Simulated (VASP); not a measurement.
The system is K3Na13Cl16.

```
Cl Na K
1.0
    11.44458    0.00000    0.00000
     0.00000   11.44458    0.00000
     0.00000    0.00000   11.44458
Cl Na K
32 26 6
Direct
  0.25062 0.99794 0.00068
  0.25189 0.00172 0.49960
  0.24985 0.49894 0.99776
  0.25116 0.49930 0.49987
  0.74862 0.00160 0.99988
  0.74882 0.00189 0.50202
  0.75016 0.50025 0.00125
  0.75193 0.50055 0.49859
  0.99873 0.25173 0.99885
  0.00033 0.25027 0.49858
  0.00351 0.75131 0.00003
  0.00075 0.75167 0.49967
  0.49761 0.24741 0.00046
  0.50067 0.25079 0.49854
  0.50154 0.75184 0.99516
  0.50218 0.74960 0.50203
  0.00102 0.99671 0.24995
  0.00069 0.99854 0.75111
  0.00365 0.49967 0.25189
  0.00066 0.50033 0.74728
  0.50163 0.99917 0.24992
  0.50106 0.99779 0.74937
  0.50007 0.49867 0.24996
  0.50228 0.49934 0.75094
  0.25106 0.25337 0.24941
  0.24628 0.24969 0.75369
  0.25112 0.75172 0.24970
  0.24836 0.74931 0.74964
  0.75083 0.25161 0.24818
  0.74767 0.25358 0.75043
  0.75045 0.74894 0.24687
  0.75010 0.75247 0.75000
  0.99982 0.99830 0.00440
  0.99994 0.00077 0.50093
  0.99921 0.50064 0.00110
  0.99995 0.49873 0.49875
  0.50010 0.99966 0.00232
  0.49861 0.00051 0.50015
  0.49995 0.50120 0.99698
  0.50114 0.49949 0.50019
  0.24868 0.25140 0.50119
  0.25182 0.74965 0.99826
  0.24973 0.75177 0.49980
  0.75018 0.24772 0.00229
  0.75150 0.74997 0.49802
  0.24913 0.00140 0.24979
  0.25006 0.00088 0.74887
  0.25149 0.49950 0.24895
  0.24994 0.50278 0.74985
  0.75085 0.99780 0.25339
  0.75308 0.99970 0.74819
  0.75029 0.50282 0.74655
  0.00116 0.24971 0.24959
  0.00092 0.75119 0.24692
  0.99668 0.74822 0.74833
  0.50066 0.24442 0.74740
  0.49913 0.75385 0.25244
  0.50078 0.74736 0.74983
  0.24619 0.25038 0.00109
  0.75241 0.25021 0.49900
  0.75033 0.74862 0.99887
  0.75135 0.49851 0.24950
  0.00115 0.25053 0.75175
  0.50050 0.25104 0.25087
```

| Property | Result |
| --- | --- |
| Program | VASP 6.6.1 |
| Task | relaxation of volume and atoms at fixed shape |
| Functional | PBEsol |
| Potentials or basis | VASP PAW PBE potentials, release 64 (Cl, Na_pv, K_sv) |
| Cutoff | 500 eV |
| k mesh | 1 × 1 × 1, shifted |
| Occupations | fermi-dirac, width 0.05 eV |
| Spin | no spin polarisation |

At the start: pressure 0.6 GPa; volume 23.42 Å³/atom.

Problem. Where does the relaxation end?

Solution. Over 11 steps the energy falls by 19.0 meV/atom and the volume is 23.64 Å³/atom (+0.9 %); space group P1 (No. 1, to 0.1 Å) before and after.

The path:
```tsv
step	energy change (eV)	largest force (eV/Å)	pressure (GPa)	volume (Å³)
1	0.0000	0.9318	0.57	1498.99
2	-0.4620	0.6869	0.14	1517.24
3	-0.9358	0.2480	-0.67	1559.07
4	-0.9453	0.2001	-0.77	1565.28
5	-1.1220	0.1299	-0.34	1533.19
6	-1.1675	0.1240	0.09	1504.88
7	-1.1680	0.1246	0.05	1507.32
8	-1.1847	0.1018	0.05	1507.88
9	-1.2119	0.0503	0.03	1509.56
10	-1.2134	0.0622	0.02	1510.06
11	-1.2185	0.0268	-0.02	1512.77
```

Final structure:
```
Cl Na K
1.0
    11.47953    0.00000    0.00000
     0.00000   11.47953    0.00000
     0.00000    0.00000   11.47953
Cl Na K
32 26 6
Direct
  0.25009 0.99036 0.00032
  0.25041 0.99919 0.50028
  0.25019 0.50960 0.99765
  0.25079 0.50231 0.50130
  0.75027 0.00933 0.99856
  0.75043 0.99121 0.50193
  0.75035 0.48988 0.98728
  0.75114 0.51064 0.51080
  0.98983 0.25102 0.01100
  0.01008 0.25052 0.48934
  0.01089 0.74904 0.00149
  0.00269 0.74998 0.49724
  0.50894 0.24987 0.98952
  0.49002 0.25081 0.50981
  0.49058 0.74938 0.99848
  0.49838 0.74930 0.50062
  0.00163 0.99747 0.24992
  0.99991 0.98881 0.75152
  0.01208 0.50265 0.24903
  0.00093 0.51130 0.74972
  0.49977 0.98933 0.24986
  0.50053 0.99662 0.75050
  0.48967 0.51201 0.24841
  0.49947 0.50192 0.74994
  0.24056 0.24909 0.26101
  0.25998 0.24959 0.73980
  0.24983 0.75214 0.25236
  0.25098 0.75061 0.74635
  0.76131 0.23700 0.24066
  0.73854 0.24855 0.75877
  0.75182 0.76146 0.26017
  0.74928 0.75202 0.73885
  0.99959 0.99788 0.00339
  0.00250 0.99606 0.49800
  0.00212 0.50198 0.99972
  0.00545 0.50442 0.49925
  0.50054 0.99766 0.99792
  0.49816 0.99589 0.50259
  0.49828 0.50163 0.99447
  0.49644 0.50412 0.50445
  0.25058 0.25109 0.50051
  0.25075 0.74992 0.99919
  0.25039 0.75057 0.49946
  0.74890 0.24823 0.99800
  0.75085 0.75232 0.50070
  0.24811 0.99663 0.25248
  0.25250 0.99592 0.74798
  0.24943 0.50487 0.25173
  0.25259 0.50433 0.74746
  0.75279 0.99829 0.25074
  0.74808 0.99872 0.75029
  0.74790 0.50273 0.74953
  0.00210 0.24770 0.25013
  0.00549 0.75206 0.25143
  0.00173 0.75009 0.74677
  0.49977 0.24841 0.75007
  0.49619 0.75184 0.25234
  0.49835 0.74926 0.74719
  0.24892 0.25027 0.00023
  0.75035 0.24943 0.50100
  0.75040 0.75097 0.99805
  0.75226 0.50055 0.24896
  0.99959 0.25030 0.75056
  0.49950 0.24935 0.24981
```

Caveat: the PAW data sets were made with another functional, which shifts forces and pressure a little.
